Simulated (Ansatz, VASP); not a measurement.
# Mg: VASP beside Ansatz

```
CELL_PARAMETERS angstrom
3.20927 0.00000 0.00000
-1.60464 2.77931 0.00000
0.00000 0.00000 5.36664
ATOMIC_POSITIONS crystal
Mg 0.33333 0.66667 0.25000
Mg 0.66667 0.33333 0.75000
```

Change from the starting cell: zz strain of +3 %, crystal datasets.

Alike in both runs: task electric field gradients; functional PBE; k mesh 12 × 12 × 7; occupations fermi-dirac, width 0.08 eV; no spin polarisation.

```csv
,VASP,Ansatz
version,VASP 6.6.1,Ansatz 0.2.0
potentials or method,"VASP PAW PBE potentials, release 64 (Mg), cutoff 520 eV","all-electron PAW with datasets made for the crystal, scalar-relativistic"
```

```csv
,VASP,Ansatz,Ansatz less VASP
pressure (GPa),-1.5,-1.4,+0.10
"traceless stress, the component that is largest in VASP (GPa)",-1.33,-1.32,+0.003
size of Vzz on the site where it differs most (V/Å²),2.4,2.4,+0.04
```

Ansatz ran all-electron here, and VASP with PAW potentials.
